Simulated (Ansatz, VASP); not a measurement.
# CaBr in VASP and in Ansatz

```
Ca Br
1.0
     3.91565    0.00000    0.00000
    -1.95782    3.39105    0.00000
     0.00000    0.00000    4.40734
Ca Br
1 1
Direct
  0.00000 0.00000 0.00000
  0.33333 0.66667 0.50000
```

Alike in both runs: functional PBE; k mesh 13 × 13 × 10; no spin polarisation.

Ansatz relaxed the structure, and its values are those at the end. VASP's run is a single point on that final structure, the one shown.

```csv
,VASP,Ansatz
version,VASP 6.6.1,Ansatz 0.2.0
potentials or method,"VASP PAW PBE potentials, release 64 (Ca_sv, Br)","plane waves, PAW"
plane-wave cutoff (eV),520,420
occupations,"methfessel-paxton of order 1, width 0.1 eV",cold
valence electrons in the cell,17,17
```

|  | VASP | Ansatz | Ansatz less VASP |
| --- | --- | --- | --- |
| pressure (GPa) | 0.1 | 0.0 | -0.06 |
